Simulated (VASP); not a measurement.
# CoGe (zincblende type) (F-43m) in VASP: notebook

CoGe (zincblende type) is run at these levels: LDA; tasks: single point.

Program: VASP 6.6.1. These are calculated values, not measurements. Logs are shortened: lines on timing, memory, paths and dates and some standing lists are left out, and cuts for length are marked.

### 1 The cell of the first run

The structure is cubic, space group F-43m (No. 216). The conventional cell has a = 3.933 Å, b = 3.933 Å, c = 3.933 Å, α = 90.00°, β = 90.00°, γ = 90.00°. Co (site symmetry -43m) has 4 Ge at 1.70 Å within 2.3 Å. Within 2.3 Å of Ge (site symmetry -43m) lie 4 Co at 1.70 Å.

### 2 Single point, LDA, collinear spin, ferromagnetic start

INCAR reads:

```
SYSTEM = CoGe
PREC = Accurate
ENCUT = 520
EDIFF = 1E-6
ISMEAR = 0
SIGMA = 0.15
LREAL = .FALSE.
LASPH = .TRUE.
NELM = 150
ALGO = Normal
ISIF = 2
LWAVE = .FALSE.
LCHARG = .TRUE.
ISPIN = 2
MAGMOM = 1.7 0
LORBIT = 11
LMAXMIX = 4
GGA = CA
LELF = .TRUE.
LVHAR = .TRUE.
NBANDS = 22
```

KPOINTS reads:

```
regular mesh
0
G
  13 13 13
  0 0 0
```

POSCAR reads:

```
CoGe
1.0
    0.0000000000      1.9666253104      1.9666253104
    1.9666253104      0.0000000000      1.9666253104
    1.9666253104      1.9666253104      0.0000000000
Co Ge
1 1
Direct
    0.0000000000      0.0000000000      0.0000000000
    0.2500000000      0.2500000000      0.2500000000
```

Potentials or basis: VASP PAW LDA potentials, release 64 (Co, Ge_d).

The run is started by

```console
> cat potpaw_LDA.64/Co/POTCAR potpaw_LDA.64/Ge_d/POTCAR > POTCAR
> mpirun -np 1 vasp_std > vasp.out
```

OUTCAR:

```text
SYSTEM = CoGe
   PREC = Accurate
   ENCUT = 520
   EDIFF = 1E-6
   ISMEAR = 0
   LREAL = .FALSE.
   LASPH = .TRUE.
   NELM = 150
   ISIF = 2
   ISPIN = 2
   LORBIT = 11
   GGA = CA

 ion  position               nearest neighbor table
   1  0.000  0.000  0.000-   2 1.70   2 1.70   2 1.70   2 1.70
   2  0.250  0.250  0.250-   1 1.70   1 1.70   1 1.70   1 1.70

  LATTYP: Found a face centered cubic cell.
 ALAT       =     3.9332506208

  Lattice vectors:

 A1 = (   0.0000000000,   1.9666253104,   1.9666253104)
 A2 = (   1.9666253104,   0.0000000000,   1.9666253104)
 A3 = (   1.9666253104,   1.9666253104,   0.0000000000)

Analysis of symmetry for initial positions (statically):
=====================================================================
 Subroutine PRICEL returns:
 Original cell was already a primitive cell.

 Routine SETGRP: Setting up the symmetry group for a
 face centered cubic supercell.

 Subroutine GETGRP returns: Found 24 space group operations
 (whereof 24 operations were pure point group operations)
 out of a pool of 48 trial point group operations.

The static configuration has the point symmetry T_d .

Analysis of symmetry for dynamics (positions and initial velocities):
=====================================================================
 Subroutine PRICEL returns:
 Original cell was already a primitive cell.

 Routine SETGRP: Setting up the symmetry group for a
 face centered cubic supercell.

 Subroutine GETGRP returns: Found 24 space group operations
 (whereof 24 operations were pure point group operations)
 out of a pool of 48 trial point group operations.

The dynamic configuration has the point symmetry T_d .

Analysis of structural, dynamic, and magnetic symmetry:
=====================================================================
 Subroutine PRICEL returns:
 Original cell was already a primitive cell.

 Routine SETGRP: Setting up the symmetry group for a
 face centered cubic supercell.

 Subroutine GETGRP returns: Found 24 space group operations
 (whereof 24 operations were pure point group operations)
 out of a pool of 48 trial point group operations.

The overall configuration has the point symmetry T_d .

 Subroutine INISYM returns: Found 24 space group operations
 (whereof 24 operations are pure point group operations),
 and found     1 'primitive' translations

----------------------------------------------------------------------------------------

                                     Primitive cell

  volume of cell :      15.2123

  direct lattice vectors                    reciprocal lattice vectors
     0.000000000  1.966625310  1.966625310    -0.254242635  0.254242635  0.254242635
     1.966625310  0.000000000  1.966625310     0.254242635 -0.254242635  0.254242635
     1.966625310  1.966625310  0.000000000     0.254242635  0.254242635 -0.254242635

  length of vectors
     2.781228186  2.781228186  2.781228186     0.440361160  0.440361160  0.440361160

  position of ions in fractional coordinates (direct lattice)
     0.000000000  0.000000000  0.000000000
     0.250000000  0.250000000  0.250000000

  ion indices of the primitive-cell ions
   primitive index   ion index
                 1           1
                 2           2

----------------------------------------------------------------------------------------

 KPOINTS: regular mesh

Automatic generation of k-mesh.
 Grid dimensions read from file:
 generate k-points for:   13   13   13

 Generating k-lattice:

  Cartesian coordinates                     Fractional coordinates (reciprocal lattice)
    -0.019557126  0.019557126  0.019557126     0.076923077  0.000000000  0.000000000
     0.019557126 -0.019557126  0.019557126     0.000000000  0.076923077  0.000000000
     0.019557126  0.019557126 -0.019557126     0.000000000  0.000000000  0.076923077

  Length of vectors
     0.033873935  0.033873935  0.033873935

  Shift w.r.t. Gamma in fractional coordinates (k-lattice)
     0.000000000  0.000000000  0.000000000

 Subroutine IBZKPT returns following result:
 ===========================================

 Found     84 irreducible k-points:

 Following reciprocal coordinates:
            Coordinates               Weight
  0.000000  0.000000  0.000000      1.000000
  0.076923  0.000000  0.000000      8.000000
  0.153846  0.000000  0.000000      8.000000
  0.230769  0.000000  0.000000      8.000000
  0.307692  0.000000  0.000000      8.000000
  0.384615  0.000000  0.000000      8.000000
[... 16 lines left out ...]
  0.384615  0.153846  0.000000     24.000000
  0.461538  0.153846  0.000000     24.000000
 [... further k-points ...]
   k-points           NKPTS =     84   k-points in BZ     NKDIM =     84   number of bands    NBANDS=     22
   number of dos      NEDOS =    301   number of ions     NIONS =      2
   total plane-waves  NPLWV =  13824
   dimension x,y,z NGX =    24 NGY =   24 NGZ =   24
   dimension x,y,z NGXF=    48 NGYF=   48 NGZF=   48
   ions per type =               1   1
   NGX,Y,Z   is equivalent  to a cutoff of  14.35, 14.35, 14.35 a.u.
   NGXF,Y,Z  is equivalent  to a cutoff of  28.69, 28.69, 28.69 a.u.
 SYSTEM =  CoGe
   PREC   = accura    normal or accurate (medium, high low for compatibility)
   ISTART =      0    job   : 0-new  1-cont  2-samecut
   ICHARG =      2    charge: 1-file 2-atom 10-const
   ISPIN  =      2    spin polarized calculation?
   LNONCOLLINEAR =      F non collinear calculations
   LSORBIT =      F    spin-orbit coupling
   LASPH  =      T    aspherical Exc in radial PAW
   ENCUT  =  520.0 eV  38.22 Ry    6.18 a.u.   5.17  5.17  5.17*2*pi/ulx,y,z
   NELM   =    150;   NELMIN=  2; NELMDL= -5     # of ELM steps
   EDIFF  = 0.1E-05   stopping-criterion for ELM
   LREAL  =      F    real-space projection
   EDIFFG = 0.1E-04   stopping-criterion for IOM
   NSW    =      0    number of steps for IOM
   IBRION =     -1    ionic relax: 0-MD 1-quasi-New 2-CG
   NFREE  =      0    steps in history (QN), initial steepest desc. (CG)
   ISIF   =      2    stress and relaxation
   ISYM   =      2    0-nonsym 1-usesym 2-fastsym
   POTIM  = 0.5000    time-step for ionic-motion
   TEBEG  =    0.0;   TEEND  =   0.0 temperature during run
   PSTRESS=    0.0 pullay stress
   NELECT =      23.0000    total number of electrons
   NUPDOWN=      -1.0000    fix difference up-down
   EMIN   =  10.00;   EMAX   =-10.00  energy-range for DOS
   EFERMI =   0.00;   METHOD = LEGACY
   ISMEAR =     0;   SIGMA  =   0.15  broadening in eV -4-tet -1-fermi 0-gaus
   EFERMI_NEDOS =   21; number of points for ismear=-14 and -15
   IALGO  =     38    algorithm
   IMIX   =      4    mixing-type and parameters
     AMIX     =   0.40;   BMIX     =  1.00
     AMIX_MAG =   1.60;   BMIX_MAG =  1.00
  volume/ion in A,a.u.               =       7.61        51.33
  Fermi-wavevector in a.u.,A,eV,Ry     =   1.878967  3.550733 48.035600  3.530517
  Thomas-Fermi vector in A             =   2.922897
   LORBIT       =     11    0 simple, 1 ext, 2 COOP (PROOUT), +10 PAW based schemes
   GGA     = CA    functional components
   LHFCALC =     F    Hartree Fock is set to
   AEXX    =    0.0000 exact exchange contribution
   IVDW    =     0    specifies the selected vdW correction
   LEPSILON=     F    determine dielectric tensor
   LRPA    =     F    only Hartree local field effects (RPA)
 spin polarized calculation
 Gauss-broadening in eV      SIGMA  =   0.15
  energy-cutoff  :      520.00
  volume of cell :       15.21
 maximum number of plane-waves:       423
 NGX is ok and might be reduce to    24
   NGX = 11   NGY = 11   NGZ = 11

 number of electron      23.0000004 magnetization      -0.0024834

 number of electron      23.0000004 magnetization       0.0000598

 Free energy of the ion-electron system (eV)
  ---------------------------------------------------
  ext. energy  EPLUGINS =         0.00000000
  ---------------------------------------------------
  free energy    TOTEN  =         2.84511455 eV

  energy without entropy =        2.85087561  energy(sigma->0) =        2.84799508

 E-fermi :  19.0322     XC(G=0): -16.1480

 val. band max:       18.9975589558   @ k =   0.4615   0.1538   0.0769
 cond. band min:      19.0383575415   @ k =   0.3846   0.0000   0.0000
 fundamental gap:      0.0407985857
 Fermi energy:        19.0321713531

 spin component 1

 k-point     1 :       0.0000    0.0000    0.0000
  band No.  band energies     occupation
      1      -7.8462      1.00000
      2      -7.8462      1.00000
      3      -7.8462      1.00000
      4      -7.8419      1.00000
      5      -7.8419      1.00000
      6       1.1538      1.00000
[... 14 lines left out ...]
     21      40.6595      0.00000
     22      40.6595      0.00000

 k-point     2 :       0.0769    0.0000    0.0000
  band No.  band energies     occupation
      1      -7.8801      1.00000
      2      -7.8801      1.00000
      3      -7.8526      1.00000
      4      -7.8050      1.00000
      5      -7.8050      1.00000
      6       1.3418      1.00000
[... 14 lines left out ...]
     21      39.8425      0.00000
     22      41.3283      0.00000

 k-point     3 :       0.1538    0.0000    0.0000
  band No.  band energies     occupation
      1      -7.9056      1.00000
      2      -7.9056      1.00000
      3      -7.8716      1.00000
      4      -7.7712      1.00000
      5      -7.7712      1.00000
      6       1.8990      1.00000
[... 14 lines left out ...]
     21      41.4779      0.00000
     22      43.4533      0.00000
[... 476 lines left out ...]
 k-point    23 :       0.3846    0.1538    0.0000
  band No.  band energies     occupation
      1      -8.0253      1.00000
      2      -7.9144      1.00000
      3      -7.8413      1.00000
      4      -7.7393      1.00000
      5      -7.7355      1.00000
      6       4.9974      1.00000
[... 14 lines left out ...]
     21      48.3365      0.00000
     22      50.9155      0.00000

 k-point    24 :       0.4615    0.1538    0.0000
  band No.  band energies     occupation
      1      -8.0199      1.00000
      2      -7.9247      1.00000
      3      -7.8512      1.00000
      4      -7.7383      1.00000
      5      -7.7329      1.00000
      6       6.2953      1.00000
[... 14 lines left out ...]
     21      49.3715      0.00000
     22      49.7964      0.00000

 [... further k-points ...]

 spin component 2

 k-point     1 :       0.0000    0.0000    0.0000
  band No.  band energies     occupation
      1      -7.8461      1.00000
      2      -7.8461      1.00000
      3      -7.8461      1.00000
      4      -7.8418      1.00000
      5      -7.8418      1.00000
      6       1.1538      1.00000
[... 14 lines left out ...]
     21      40.6595      0.00000
     22      40.6595      0.00000

 k-point     2 :       0.0769    0.0000    0.0000
  band No.  band energies     occupation
      1      -7.8800      1.00000
      2      -7.8800      1.00000
      3      -7.8524      1.00000
      4      -7.8049      1.00000
      5      -7.8049      1.00000
      6       1.3418      1.00000
[... 14 lines left out ...]
     21      39.8425      0.00000
     22      41.3283      0.00000

 k-point     3 :       0.1538    0.0000    0.0000
  band No.  band energies     occupation
      1      -7.9055      1.00000
      2      -7.9055      1.00000
      3      -7.8715      1.00000
      4      -7.7711      1.00000
      5      -7.7711      1.00000
      6       1.8991      1.00000
[... 14 lines left out ...]
     21      41.4780      0.00000
     22      43.4534      0.00000
[... 476 lines left out ...]
 k-point    23 :       0.3846    0.1538    0.0000
  band No.  band energies     occupation
      1      -8.0252      1.00000
      2      -7.9143      1.00000
      3      -7.8412      1.00000
      4      -7.7392      1.00000
      5      -7.7354      1.00000
      6       4.9975      1.00000
[... 14 lines left out ...]
     21      48.3366      0.00000
     22      50.9155      0.00000

 k-point    24 :       0.4615    0.1538    0.0000
  band No.  band energies     occupation
      1      -8.0198      1.00000
      2      -7.9246      1.00000
      3      -7.8511      1.00000
      4      -7.7382      1.00000
      5      -7.7328      1.00000
      6       6.2954      1.00000
[... 14 lines left out ...]
     21      49.3716      0.00000
     22      49.7965      0.00000

 [... further k-points ...]
[... 5 lines left out ...]
  --------------------------------------------------------------------------------------
  -------------------------------------------------------------------------------------
  Total       48.5995090     48.5995090     48.5995090      0.0000000      0.0000000     -0.0000000
  in kB     5118.5576086   5118.5576086   5118.5576086      0.0000000      0.0000000     -0.0000000
  external PRESSURE =    5118.5576086 kB  Pullay stress =       0.0000000 kB

 VOLUME and BASIS-vectors are now :
 -----------------------------------------------------------------------------
  energy-cutoff  :      520.00
  volume of cell :       15.21
      direct lattice vectors                 reciprocal lattice vectors
     0.000000000  1.966625310  1.966625310    -0.254242635  0.254242635  0.254242635
     1.966625310  0.000000000  1.966625310     0.254242635 -0.254242635  0.254242635
     1.966625310  1.966625310  0.000000000     0.254242635  0.254242635 -0.254242635

 POSITION                                       TOTAL-FORCE (eV/Angst)
 -----------------------------------------------------------------------------------
      0.00000      0.00000      0.00000        -0.000000      0.000000      0.000000
      0.98331      0.98331      0.98331         0.000000     -0.000000     -0.000000
 -----------------------------------------------------------------------------------
    total drift:                                0.000000      0.000000      0.000000

  FREE ENERGIE OF THE ION-ELECTRON SYSTEM (eV)
  ---------------------------------------------------
  free  energy   TOTEN  =         2.8451145521 eV

  energy  without entropy=        2.8508756109  energy(sigma->0) =        2.84799508

 total charge

# of ion       s       p       d       tot
------------------------------------------
    1        0.955   1.169   9.050  11.173
    2        1.414   2.100  10.790  14.304
--------------------------------------------------
tot          2.368   3.269  19.840  25.477

 magnetization (x)

# of ion       s       p       d       tot
------------------------------------------
    1        0.000  -0.000   0.000   0.000
    2       -0.000  -0.000   0.000  -0.000
--------------------------------------------------
tot          0.000  -0.000   0.000   0.000
```

Wall time 42 s (1 thread of Intel Xeon Platinum 8259CL at 2.50GHz (Skylake/Cascade Lake), shared host); peak memory 0.17 GiB.

What came out:

* Free energy: 2.8451 eV
* Pressure: 511.9 GPa
* Net moment: 0.00 μB per cell

Caveat: the starting moments collapsed, and a magnetic state may lie lower.

[end of part 1 of 2]
